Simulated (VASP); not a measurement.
Wanted: the native input for a VASP 6.6.1 run.

* Task: single point
* Functional: PBEsol
* Potentials or basis: VASP PAW PBE potentials, release 64 (Sr_sv, B)
* Cutoff: 520 eV
* k mesh: 5 × 5 × 5
* Occupations: fermi-dirac, width 0.1 eV
* Spin: no spin polarisation
* Dipole correction: no
* Further INCAR settings: ALGO = Normal; EDIFF = 1e-07; NBANDS = 19

The structure of SrB4 lies in POSCAR:

```
SrB4
1.0
    0.0000000000      3.6881970000      0.0000000000
    3.6881970000      0.0000000000      0.0000000000
    1.8440990000      1.8440990000     -4.4648790000
Sr B
1 4
Direct
    0.0000000000      0.0000000000      0.0000000000
    0.3800000000      0.3800000000      0.2400000000
    0.6200000000      0.6200000000      0.7600000000
    0.7500000000      0.2500000000      0.5000000000
    0.2500000000      0.7500000000      0.5000000000
```

The input as run:

INCAR

```
SYSTEM = SrB4
ALGO = Normal
EDIFF = 1E-7
ENCUT = 520
GGA = PS
ISIF = 2
ISMEAR = -1
LASPH = .True.
LCHARG = .False.
LREAL = .False.
LWAVE = .False.
NBANDS = 19
NELM = 80
PREC = Accurate
SIGMA = 0.1
```

KPOINTS

```
k-points
0
Gamma
  5 5 5
  0 0 0
```

Potentials or basis: VASP PAW PBE potentials, release 64 (Sr_sv, B).

Run with:

```console
$ cat potpaw_PBE.64/Sr_sv/POTCAR potpaw_PBE.64/B/POTCAR > POTCAR
$ mpirun -np 1 vasp_std > vasp.out
```

Results of the run:

* Pressure: -24.0 GPa
* Largest force: 1.412 eV/Å
* Band gap on the k mesh: zero (band 11 reaches 5.66 eV, above the bottom of band 12 at 4.20 eV)

Caveat: the k points lie up to 0.37 Å⁻¹ apart; the PAW data sets were made with another functional, which shifts forces and pressure a little.

It took 13 s on 1 thread of Intel(R) Xeon(R) Platinum 8488C (Sapphire Rapids) (shared host), peak memory 0.18 GiB.
